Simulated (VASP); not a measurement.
# Au: single point with LDA

Au:

```
Au
1.0
    14.00000    0.00000    0.00000
     0.00000   14.40000    0.00000
     0.00000    0.00000   14.80000
Au
1
Cartesian
  7.0000 7.2000 7.4000
```

```
Program                : VASP 6.6.1
Task                   : single point
Functional             : LDA
Potentials or basis    : VASP PAW LDA potentials, release 64 (Au)
Cutoff                 : 400 eV
k mesh                 : 1 × 1 × 1
Occupations            : fermi-dirac, width 0.01 eV
Spin                   : collinear spin
Starting moments       : [3.0] μB
Dipole correction      : no
Further INCAR settings : ALGO = Normal; EDIFF = 1e-06; NBANDS = 16; ISYM = 0
```

```
Pressure                                              : 0.0 GPa
Band gap on the k mesh                                : 0.54 eV
Net moment                                            : 1.00 μB per cell
Site moments                                          : Au +0.45 μB
Valence electrons inside the program's atomic spheres : Au 9.49
```

Levels at points of the mesh, in eV from the valence-band top:
Spin up:
```csv
k point,band 3,band 4,band 5,band 6,band 7,band 8,band 9,band 10
"(0.00, 0.00, 0.00)",-0.95,-0.95,-0.95,0.00,5.24,5.24,5.24,6.16
```
Spin down:
```
           k point  band 3  band 4  band 5  band 6  band 7  band 8
(0.00, 0.00, 0.00)   -0.71   -0.71   -0.71    0.54    5.61    5.62
```

Run time: 3.2 min on 1 thread of Intel Xeon 8259CL (shared host), peak memory 1.1 GiB.

Caveat: spin-orbit coupling is left out, which moves the levels of the heavy elements.
